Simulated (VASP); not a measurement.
Input of a VASP 6.6.1 run:

Contents of POSCAR:

```
KCl
1.0
    0.0000000000      3.5072828304      3.4907986011
    3.5072828304      0.0000000000      3.4907986011
    3.5072828304      3.5072828304      0.0000000000
K Cl
1 1
Direct
    0.0000000000      0.0000000000      0.0000000000
    0.2500000000      0.2500000000      0.2500000000
```

File INCAR.step1:

```
SYSTEM = KCl
ALGO = Normal
EDIFF = 1E-5
ENCUT = 520
GGA = PE
ISIF = 2
ISMEAR = 0
LASPH = .True.
LCHARG = .False.
LREAL = .False.
LWAVE = .True.
NBANDS = 15
NELM = 60
PREC = Accurate
SIGMA = 0.01
```

The input INCAR.step2:

```
SYSTEM = KCl
ALGO = Normal
EDIFF = 1E-6
ENCUT = 520
GGA = PE
HFSCREEN = 0.2079
ISIF = 2
ISMEAR = 0
ISTART = 1
LASPH = .True.
LCHARG = .False.
LHFCALC = .True.
LREAL = .False.
LWAVE = .False.
NBANDS = 15
NELM = 60
PREC = Accurate
PRECFOCK = Normal
SIGMA = 0.01
```

File KPOINTS:

```
k-points
0
Gamma
  4 4 4
  0 0 0
```

Potentials or basis: VASP PAW PBE potentials, release 64 (K_sv, Cl).

The run is started by

```bash
$ cat potpaw_PBE.64/K_sv/POTCAR potpaw_PBE.64/Cl/POTCAR > POTCAR
$ cp INCAR.step1 INCAR
$ mpirun -np 1 vasp_std > vasp.out
$ cp INCAR.step2 INCAR
$ mpirun -np 1 vasp_std > vasp.out
```

(1) Predict the pressure.

(2) Estimate the band gap on the k mesh.

## Answers

(1) 0.2 GPa.

(2) 6.03 eV (least direct gap 6.07 eV).

Caveat: the cell differs from its parent crystal (uniaxial z strain -0.5%); the PAW data sets were made with another functional, which shifts forces and pressure a little.
